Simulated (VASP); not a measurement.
SnO2: single point with LDA

The system is SnO2.

```
CELL_PARAMETERS angstrom
-1.95818 1.95818 4.92223
1.95818 -1.95818 4.92223
1.95818 1.95818 -4.92223
ATOMIC_POSITIONS crystal
Sn 0.75000 0.25000 0.50000
Sn 0.00000 0.00000 0.00000
O 0.79278 0.79278 0.00000
O 0.95722 0.45722 0.50000
O 0.20722 0.20722 0.00000
O 0.54278 0.04278 0.50000
```

This cell differs from its parent crystal: volume scaled by 0.94, then relaxed in part.

```yaml
Program: VASP 6.6.1
Task: single point
Functional: LDA
Potentials_or_basis: VASP PAW LDA potentials, release 64 (Sn_d, O)
Cutoff: 520 eV
k_mesh: 10 × 10 × 10
Occupations: gaussian, width 0.02 eV
Spin: no spin polarisation
```

```
Pressure               : 12.4 GPa
Largest force          : 0.047 eV/Å
Band gap on the k mesh : 2.31 eV, indirect (least direct gap 2.87 eV)
```

Forces on the atoms (eV/Å):
```
Sn   0.000  0.000  0.000
Sn   0.000  0.000  0.000
O    0.000  0.000 -0.047
O    0.000  0.000  0.047
O    0.000  0.000  0.047
O    0.000  0.000 -0.047
```

Stress tensor (GPa, compression positive):
```
12.32  0.00  0.00
 0.00 12.32  0.00
 0.00  0.00 12.69
```

Levels at points of the mesh, in eV from the valence-band top:
```tsv
k point	band 24	band 25	band 26	band 27	band 28	band 29
(0.00, 0.00, 0.00)	-0.78	-0.56	-0.56	2.31	6.03	9.40
(0.50, 0.00, 0.00)	-0.89	-0.72	-0.45	5.71	6.80	8.20
(0.50, 0.50, 0.00)	-0.84	-0.05	-0.05	7.85	7.85	8.13
(0.50, 0.50, 0.50)	-1.12	-0.43	-0.43	4.81	4.81	7.73
```

It took 15 min on 1 thread of AMD EPYC 7R13 (shared host), peak memory 0.32 GiB.

Caveat: spin-orbit coupling is left out, which moves the levels of the heavy elements. A k mesh can miss the band edges.
